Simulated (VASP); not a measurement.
Wanted: the native input for a VASP 6.6.1 run.

```yaml
Task: single point
Functional: PBE
Potentials_or_basis: VASP PAW PBE potentials, release 64 (B, N)
Cutoff: 520 eV
k_mesh: 12 × 12 × 4
Occupations: gaussian, width 0.02 eV
Spin: no spin polarisation
Dipole_correction: no
Further_INCAR_settings: ALGO = Normal; EDIFF = 1e-07; NBANDS = 16
```

The structure of BN lies in POSCAR:

```
BN
1.0
    2.4619375215      0.0002644296      0.0000000000
   -1.2307339161      2.1855244692      0.0000000000
    0.0000000000      0.0000000000      8.4771800651
B N
2 2
Direct
    0.3291862915      0.6582475865      0.2500000000
    0.6708137085      0.3417524135      0.7500000000
    0.3392073069      0.6785985441      0.7500000000
    0.6607926931      0.3214014559      0.2500000000
```

This cell differs from its parent crystal: uniaxial strain along a: -2.0 %, then relaxed in part.

One way to write it, as run:

INCAR

```
  PREC = Accurate
  ENCUT = 520
  EDIFF = 1E-7
  ISMEAR = 0
  SIGMA = 0.02
  LREAL = False
  LASPH = True
  NELM = 60
  ALGO = Normal
  ISIF = 2
  LWAVE = False
  LCHARG = False
  GGA = PE
  NBANDS = 16
```

KPOINTS

```
Automatic mesh
0
Gamma
  12 12 4
```

Potentials or basis: VASP PAW PBE potentials, release 64 (B, N).

Run with:

```console
$ cat potpaw_PBE.64/B/POTCAR potpaw_PBE.64/N/POTCAR > POTCAR
$ mpirun -np 1 vasp_std > vasp.out
```

It gave:

```yaml
Pressure: 4.6 GPa
Band_gap_on_the_k_mesh: 4.34 eV, indirect (least direct gap 4.72 eV)
```

Caveat: the cell differs from its parent crystal (uniaxial strain along a: -2.0 %, then relaxed in part).

Run time: 59 s on 1 thread of AMD EPYC 9R45 (Zen 5) (shared host), peak memory 0.22 GiB.
